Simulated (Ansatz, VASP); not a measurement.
**Sb in VASP and in Ansatz**

```
Sb
1.0
    -2.22228    2.22228    1.19519
     2.22228   -2.22228    1.19519
     2.22228    2.22228   -1.19519
Sb
2
Direct
  0.62500 0.87500 0.75000
  0.37500 0.12500 0.25000
```

Change from the starting cell: volume scaled by 0.4, crystal datasets.

Alike in both runs: task single point; functional PBE; k mesh 15 × 15 × 15; occupations fermi-dirac, width 0.08 eV; no spin polarisation.

```csv
,VASP,Ansatz
version,VASP 6.6.1,Ansatz 0.2.0
potentials or method,"VASP PAW PBE potentials, release 64 (Sb), cutoff 520 eV","all-electron PAW with datasets made for the crystal, scalar-relativistic"
```

|  | VASP | Ansatz | Ansatz less VASP |
| --- | --- | --- | --- |
| pressure (GPa) | 404.8 | 395.3 | -9.49 |
| traceless stress, the component that is largest in VASP (GPa) | 2.78 | 0.39 | -2.396 |

Both programs put the cell under a high pressure, so it lies far from rest at this level. Ansatz ran all-electron here, and VASP with PAW potentials.

Spin-orbit coupling is off throughout. Noted on VASP's run: the cell as given lies far from equilibrium.
